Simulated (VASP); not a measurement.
A run of VASP 6.6.1 is set up as follows.

Contents of INCAR:

```
PREC = Accurate
ENCUT = 520
EDIFF = 1E-8
ISMEAR = -1
SIGMA = 0.03
LREAL = F
LASPH = T
NELM = 80
ALGO = Normal
ISIF = 2
LWAVE = F
LCHARG = F
GGA = PE
LEFG = T
NBANDS = 7
```

File KPOINTS:

```
Automatic mesh
0
Gamma
  19 19 19
```

The input POSCAR:

```
Mg
1.0
   -1.4543525000      1.4765000000      1.4765000000
    1.4765000000     -1.4543525000      1.4765000000
    1.4765000000      1.4765000000     -1.4543525000
Mg
1
Direct
    0.0000000000      0.0000000000      0.0000000000
```

Potentials or basis: VASP PAW PBE potentials, release 64 (Mg).

Launch:

```console
$ cat potpaw_PBE.64/Mg/POTCAR > POTCAR
$ mpirun -np 1 vasp_std > vasp.out
```

**Question.** Estimate the pressure.

**Answer.** 63.5 GPa.

**Question.** Predict the band gap on the k mesh.

**Answer.** Zero (bands 1 and 2 overlap by 4.32 eV).

Electric field gradients, principal values (V/Å²):
| atom | least | middle | greatest (by size) |
| --- | --- | --- | --- |
| 1 Mg | -0.443 | -0.443 | 0.886 |

Caveat: the cell differs from its parent crystal (equal xy, yz and zx shear strains of +1.5 %); the cell stands under pressure; without QUAD_EFG the Cq values of the log hold for a quadrupole moment of 1 mb, not for the nuclei.
